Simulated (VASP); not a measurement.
# GaP (F-43m) in VASP: a series of runs

The runs below take GaP through single point, relaxation of cell and atoms, with BLYP+D3(BJ), revPBE, r2SCAN+D4, r2SCAN, PBE+D4.

Everything below comes from runs of VASP 6.6.1. Logs are shortened: lines on timing, memory, paths and dates and some standing lists are left out, and cuts for length are marked.

**The experiment to reproduce.**

From “Stacking defects in GaP nanowires: Electronic structure and optical properties”, 2018, arxiv:1810.01194, for a bulk crystal of GaP at 10 K: band gap 2.34 eV (indirect).

How close the calculation comes is told below.

## Step 1: The cell of the first run

The structure is cubic, space group F-43m (No. 216). Conventional cell: a = 5.451 Å, b = 5.451 Å, c = 5.451 Å, α = 90.00°, β = 90.00°, γ = 90.00°. Within 3.1 Å of Ga (site symmetry -43m) lie 4 P at 2.36 Å. P (site symmetry -43m) has 4 Ga at 2.36 Å within 3.1 Å.

## Step 2: Single point, BLYP+D3(BJ)

Contents of INCAR:

```
SYSTEM = GaP
PREC = Accurate
ENCUT = 520
EDIFF = 1E-6
ISMEAR = -1
SIGMA = 0.05
LREAL = .FALSE.
LASPH = .TRUE.
NELM = 100
ALGO = Normal
ISIF = 2
LWAVE = .FALSE.
LCHARG = .FALSE.
GGA = B5
ALDAX = 1.0
AGGAX = 1.0
AGGAC = 1.0
ALDAC = 0.0
IVDW = 12
VDW_S6 = 1.0
VDW_S8 = 2.6996
VDW_A1 = 0.4298
VDW_A2 = 4.2359
NBANDS = 16
```

Contents of KPOINTS:

```
regular mesh
0
G
  8 8 8
  0 0 0
```

Contents of POSCAR:

```
GaP
1.0
    0.0000000000      2.7252500000      2.7252500000
    2.7252500000      0.0000000000      2.7252500000
    2.7252500000      2.7252500000      0.0000000000
Ga P
1 1
Direct
    0.0000000000      0.0000000000      0.0000000000
    0.7500000000      0.7500000000      0.7500000000
```

Potentials or basis: VASP PAW PBE potentials, release 64 (Ga_d, P).

The run is started by

```console
$ cat potpaw_PBE.64/Ga_d/POTCAR potpaw_PBE.64/P/POTCAR > POTCAR
$ mpirun -np 1 vasp_std > vasp.out
```

OUTCAR:

```text
SYSTEM = GaP
   PREC = Accurate
   ENCUT = 520
   EDIFF = 1E-6
   ISMEAR = -1
   LREAL = .FALSE.
   LASPH = .TRUE.
   NELM = 100
   ISIF = 2
   GGA = B5
   IVDW = 12
 IVDW          = 12

 ion  position               nearest neighbor table
   1  0.000  0.000  0.000-   2 2.36   2 2.36   2 2.36   2 2.36
   2  0.750  0.750  0.750-   1 2.36   1 2.36   1 2.36   1 2.36

  LATTYP: Found a face centered cubic cell.
 ALAT       =     5.4505000000

  Lattice vectors:

 A1 = (   0.0000000000,   2.7252500000,   2.7252500000)
 A2 = (   2.7252500000,   0.0000000000,   2.7252500000)
 A3 = (   2.7252500000,   2.7252500000,   0.0000000000)

Analysis of symmetry for initial positions (statically):
[... 5 lines left out ...]
 face centered cubic supercell.

 Subroutine GETGRP returns: Found 24 space group operations
 (whereof 24 operations were pure point group operations)
 out of a pool of 48 trial point group operations.

The static configuration has the point symmetry T_d .

Analysis of symmetry for dynamics (positions and initial velocities):
[... 5 lines left out ...]
 face centered cubic supercell.

 Subroutine GETGRP returns: Found 24 space group operations
 (whereof 24 operations were pure point group operations)
 out of a pool of 48 trial point group operations.

The dynamic configuration has the point symmetry T_d .

 Subroutine INISYM returns: Found 24 space group operations
 (whereof 24 operations are pure point group operations),
 and found     1 'primitive' translations

----------------------------------------------------------------------------------------

                                     Primitive cell

  volume of cell :      40.4808

  direct lattice vectors                    reciprocal lattice vectors
     0.000000000  2.725250000  2.725250000    -0.183469406  0.183469406  0.183469406
     2.725250000  0.000000000  2.725250000     0.183469406 -0.183469406  0.183469406
     2.725250000  2.725250000  0.000000000     0.183469406  0.183469406 -0.183469406

  length of vectors
     3.854085511  3.854085511  3.854085511     0.317778334  0.317778334  0.317778334

  position of ions in fractional coordinates (direct lattice)
     0.000000000  0.000000000  0.000000000
     0.750000000  0.750000000  0.750000000

  ion indices of the primitive-cell ions
   primitive index   ion index
                 1           1
                 2           2

----------------------------------------------------------------------------------------

 KPOINTS: regular mesh

Automatic generation of k-mesh.
 Grid dimensions read from file:
 generate k-points for:    8    8    8

 Generating k-lattice:

  Cartesian coordinates                     Fractional coordinates (reciprocal lattice)
    -0.022933676  0.022933676  0.022933676     0.125000000  0.000000000  0.000000000
     0.022933676 -0.022933676  0.022933676     0.000000000  0.125000000  0.000000000
     0.022933676  0.022933676 -0.022933676     0.000000000  0.000000000  0.125000000

  Length of vectors
     0.039722292  0.039722292  0.039722292

  Shift w.r.t. Gamma in fractional coordinates (k-lattice)
     0.000000000  0.000000000  0.000000000

 Subroutine IBZKPT returns following result:
 ===========================================

 Found     29 irreducible k-points:

 Following reciprocal coordinates:
            Coordinates               Weight
  0.000000  0.000000  0.000000      1.000000
  0.125000  0.000000  0.000000      8.000000
  0.250000  0.000000  0.000000      8.000000
  0.375000  0.000000  0.000000      8.000000
  0.500000  0.000000  0.000000      4.000000
  0.125000  0.125000  0.000000      6.000000
[... 16 lines left out ...]
  0.500000  0.250000  0.125000     48.000000
 -0.375000  0.250000  0.125000     24.000000
 [... further k-points ...]
   k-points           NKPTS =     29   k-points in BZ     NKDIM =     29   number of bands    NBANDS=     16
   number of dos      NEDOS =    301   number of ions     NIONS =      2
   total plane-waves  NPLWV =  27000
   dimension x,y,z NGX =    30 NGY =   30 NGZ =   30
   dimension x,y,z NGXF=    60 NGYF=   60 NGZF=   60
   ions per type =               1   1
   NGX,Y,Z   is equivalent  to a cutoff of  12.94, 12.94, 12.94 a.u.
   NGXF,Y,Z  is equivalent  to a cutoff of  25.88, 25.88, 25.88 a.u.
 SYSTEM =  GaP
   PREC   = accura    normal or accurate (medium, high low for compatibility)
   ISTART =      0    job   : 0-new  1-cont  2-samecut
   ICHARG =      2    charge: 1-file 2-atom 10-const
   ISPIN  =      1    spin polarized calculation?
   LNONCOLLINEAR =      F non collinear calculations
   LSORBIT =      F    spin-orbit coupling
   LASPH  =      T    aspherical Exc in radial PAW
   ENCUT  =  520.0 eV  38.22 Ry    6.18 a.u.   7.17  7.17  7.17*2*pi/ulx,y,z
   NELM   =    100;   NELMIN=  2; NELMDL= -5     # of ELM steps
   EDIFF  = 0.1E-05   stopping-criterion for ELM
   LREAL  =      F    real-space projection
   EDIFFG = 0.1E-04   stopping-criterion for IOM
   NSW    =      0    number of steps for IOM
   IBRION =     -1    ionic relax: 0-MD 1-quasi-New 2-CG
   NFREE  =      0    steps in history (QN), initial steepest desc. (CG)
   ISIF   =      2    stress and relaxation
   ISYM   =      2    0-nonsym 1-usesym 2-fastsym
   POTIM  = 0.5000    time-step for ionic-motion
   TEBEG  =    0.0;   TEEND  =   0.0 temperature during run
   PSTRESS=    0.0 pullay stress
   NELECT =      18.0000    total number of electrons
   NUPDOWN=      -1.0000    fix difference up-down
   EMIN   =  10.00;   EMAX   =-10.00  energy-range for DOS
   EFERMI =   0.00;   METHOD = LEGACY
   ISMEAR =    -1;   SIGMA  =   0.05  broadening in eV -4-tet -1-fermi 0-gaus
   EFERMI_NEDOS =   21; number of points for ismear=-14 and -15
   IALGO  =     38    algorithm
   IMIX   =      4    mixing-type and parameters
     AMIX     =   0.40;   BMIX     =  1.00
     AMIX_MAG =   1.60;   BMIX_MAG =  1.00
  volume/ion in A,a.u.               =      20.24       136.59
  Fermi-wavevector in a.u.,A,eV,Ry     =   1.249538  2.361284 21.243377  1.561344
  Thomas-Fermi vector in A             =   2.383574
   LORBIT       =      0    0 simple, 1 ext, 2 COOP (PROOUT), +10 PAW based schemes
   GGA     = B5    functional components
   LHFCALC =     F    Hartree Fock is set to
   AEXX    =    0.0000 exact exchange contribution
   IVDW    =    12    specifies the selected vdW correction
   LEPSILON=     F    determine dielectric tensor
   LRPA    =     F    only Hartree local field effects (RPA)
 non-spin polarized calculation
  energy-cutoff  :      520.00
  volume of cell :       40.48
 maximum number of plane-waves:      1106
 NGX is ok and might be reduce to    30
   NGX = 15   NGY = 15   NGZ = 15

 number of electron      17.9999989 magnetization

 Free energy of the ion-electron system (eV)
  ---------------------------------------------------
  ext. energy  EPLUGINS =         0.00000000
  ---------------------------------------------------
  free energy    TOTEN  =        -7.74691214 eV

  energy without entropy =       -7.74691214  energy(sigma->0) =       -7.74691214

 E-fermi :   5.8917     XC(G=0):  -9.2587

 val. band max:        5.0668749847   @ k =   0.0000   0.0000   0.0000
 cond. band min:       6.7484885375   @ k =   0.5000   0.0000   0.0000
 fundamental gap:      1.6816135529
 Fermi energy:         5.8916849379

 k-point     1 :       0.0000    0.0000    0.0000
  band No.  band energies     occupation
      1      -9.5546      2.00000
      2      -9.5546      2.00000
      3      -9.5546      2.00000
      4      -9.4551      2.00000
      5      -9.4551      2.00000
      6      -7.4015      2.00000
[... 8 lines left out ...]
     15      15.0085      0.00000
     16      15.0085      0.00000

 k-point     2 :       0.1250    0.0000    0.0000
  band No.  band energies     occupation
      1      -9.5678      2.00000
      2      -9.5500      2.00000
      3      -9.5500      2.00000
      4      -9.4551      2.00000
      5      -9.4551      2.00000
      6      -7.2011      2.00000
[... 8 lines left out ...]
     15      14.4039      0.00000
     16      14.9726      0.00000

 k-point     3 :       0.2500    0.0000    0.0000
  band No.  band energies     occupation
      1      -9.5971      2.00000
      2      -9.5401      2.00000
      3      -9.5401      2.00000
      4      -9.4538      2.00000
      5      -9.4538      2.00000
      6      -6.6336      2.00000
[... 8 lines left out ...]
     15      14.2185      0.00000
     16      15.2410      0.00000

 k-point     4 :       0.3750    0.0000    0.0000
  band No.  band energies     occupation
      1      -9.6236      2.00000
      2      -9.5324      2.00000
      3      -9.5324      2.00000
      4      -9.4502      2.00000
      5      -9.4502      2.00000
      6      -5.8445      2.00000
[... 8 lines left out ...]
     15      15.3850      0.00000
     16      15.3850      0.00000

 k-point     5 :       0.5000    0.0000    0.0000
  band No.  band energies     occupation
      1      -9.6340      2.00000
      2      -9.5300      2.00000
      3      -9.5300      2.00000
      4      -9.4479      2.00000
      5      -9.4479      2.00000
      6      -5.3644      2.00000
[... 8 lines left out ...]
     15      16.8778      0.00000
     16      16.8778      0.00000

 k-point     6 :       0.1250    0.1250    0.0000
  band No.  band energies     occupation
      1      -9.5765      2.00000
      2      -9.5456      2.00000
      3      -9.5456      2.00000
      4      -9.4591      2.00000
      5      -9.4520      2.00000
      6      -7.1345      2.00000
[... 8 lines left out ...]
     15      15.2514      0.00000
     16      15.3339      0.00000
[... 267 lines left out ...]
 k-point    21 :       0.5000    0.5000    0.0000
  band No.  band energies     occupation
      1      -9.6703      2.00000
      2      -9.4902      2.00000
      3      -9.4902      2.00000
      4      -9.4896      2.00000
      5      -9.4337      2.00000
      6      -4.4673      2.00000
[... 8 lines left out ...]
     15      17.5931      0.00000
     16      18.1568      0.00000

 k-point    22 :       0.3750    0.2500    0.1250
  band No.  band energies     occupation
      1      -9.6201      2.00000
      2      -9.5282      2.00000
      3      -9.5243      2.00000
      4      -9.4655      2.00000
      5      -9.4462      2.00000
      6      -6.1503      2.00000
[... 8 lines left out ...]
     15      16.2969      0.00000
     16      17.6363      0.00000

 k-point    23 :       0.5000    0.2500    0.1250
  band No.  band energies     occupation
      1      -9.6352      2.00000
      2      -9.5245      2.00000
      3      -9.5153      2.00000
      4      -9.4634      2.00000
      5      -9.4462      2.00000
      6      -5.4070      2.00000
[... 8 lines left out ...]
     15      16.6992      0.00000
     16      18.0530      0.00000

 k-point    24 :      -0.3750    0.2500    0.1250
  band No.  band energies     occupation
      1      -9.6407      2.00000
      2      -9.5239      2.00000
      3      -9.5121      2.00000
      4      -9.4600      2.00000
      5      -9.4479      2.00000
      6      -4.9610      2.00000
[... 8 lines left out ...]
     15      17.2199      0.00000
     16      17.6709      0.00000

 [... further k-points ...]

------------------------ aborting loop because EDIFF is reached ----------------------------------------

 Edisp (eV)   -1.41815

 E8    (eV) :    -1.0283

  FORCE on cell =-STRESS in cart. coord.  units (eV):
  Direction    XX          YY          ZZ          XY          YZ          ZX
  --------------------------------------------------------------------------------------
  -------------------------------------------------------------------------------------
  Total       0.03887     0.03887     0.03887     0.00000     0.00000    -0.00000
  in kB       1.53842     1.53842     1.53842     0.00000     0.00000    -0.00000
  external pressure =        1.54 kB  Pullay stress =        0.00 kB

 VOLUME and BASIS-vectors are now :
 -----------------------------------------------------------------------------
  energy-cutoff  :      520.00
  volume of cell :       40.48
      direct lattice vectors                 reciprocal lattice vectors
     0.000000000  2.725250000  2.725250000    -0.183469406  0.183469406  0.183469406
     2.725250000  0.000000000  2.725250000     0.183469406 -0.183469406  0.183469406
     2.725250000  2.725250000  0.000000000     0.183469406  0.183469406 -0.183469406

 POSITION                                       TOTAL-FORCE (eV/Angst)
 -----------------------------------------------------------------------------------
      0.00000      0.00000      0.00000        -0.000000     -0.000000      0.000000
      4.08788      4.08788      4.08788         0.000000      0.000000     -0.000000
 -----------------------------------------------------------------------------------
    total drift:                               -0.000000     -0.000000     -0.000000

  FREE ENERGIE OF THE ION-ELECTRON SYSTEM (eV)
  ---------------------------------------------------
  free  energy   TOTEN  =        -9.1650599313 eV

  energy  without entropy=       -9.1650599297  energy(sigma->0) =       -9.16505993
```

It took 19 s on 1 thread of Intel Xeon 6975P-C (Granite Rapids), shared host; peak memory 0.18 GiB.

Results:

```
Free energy                : -9.1651 eV
Pressure                   : 0.2 GPa
Band gap on the k mesh     : 1.68 eV, indirect (least direct gap 1.73 eV)
Dispersion energy per atom : -0.709 eV
```

Caveat: the PAW data sets were made with another functional, which shifts forces and pressure a little.

## Step 3: Single point, revPBE

This run uses another cell than the first one, of 21.27 Å³/atom, 1.051 times its volume.

Contents of INCAR:

```
SYSTEM = GaP
PREC     = Accurate       ! precision mode
ENCUT    = 520            ! plane-wave cutoff, eV
EDIFF    = 1E-6           ! SCF threshold, eV
ISMEAR   = -1             ! smearing method
SIGMA    = 0.05           ! smearing width, eV
LREAL    = .False.        ! projectors in reciprocal space
LASPH    = .True.         ! aspherical terms in the spheres
NELM     = 80             ! most SCF steps
ALGO     = Normal         ! electronic algorithm
ISIF     = 2              ! what is computed and relaxed
LWAVE    = .False.        ! write WAVECAR
LCHARG   = .True.         ! write CHGCAR
GGA      = RE             ! functional
LELF     = .True.         ! ELF
LVHAR    = .True.       
NBANDS   = 16             ! bands
```

Contents of KPOINTS:

```
Automatic mesh
0
Gamma
  8 8 8
  0 0 0
```

Contents of POSCAR:

```
GaP
1.0
    0.0000000000      2.7706631980      2.7706631980
    2.7706631980      0.0000000000      2.7706631980
    2.7706631980      2.7706631980      0.0000000000
Ga P
1 1
Direct
    0.0000000000      0.0000000000      0.0000000000
    0.7500000000      0.7500000000      0.7500000000
```

Potentials or basis: VASP PAW PBE potentials, release 64 (Ga_d, P).

The run is started by

```console
$ cat potpaw_PBE.64/Ga_d/POTCAR potpaw_PBE.64/P/POTCAR > POTCAR
$ mpirun -np 1 vasp_std > vasp.out
```

It took 11 s on 1 thread of Intel Xeon 6975P-C (Granite Rapids), shared host; peak memory 0.17 GiB.

The run converged. Its results:

- Free energy: -8.5534 eV
- Pressure: -0.1 GPa
- Band gap on the k mesh: 1.52 eV, direct

Levels at points of the mesh, in eV from the valence-band top:
```csv
k point,band 6,band 7,band 8,band 9,band 10,band 11,band 12,band 13
"(0.00, 0.00, 0.00)",-12.11,0.00,0.00,0.00,1.52,3.92,3.92,3.92
"(0.50, 0.00, 0.00)",-10.21,-6.32,-1.04,-1.04,1.59,4.75,4.75,8.31
"(0.50, 0.50, 0.00)",-9.38,-6.49,-2.50,-2.50,1.83,1.92,10.26,10.26
```

Caveat: the PAW data sets were made with another functional, which shifts forces and pressure a little.

[end of part 1 of 2]
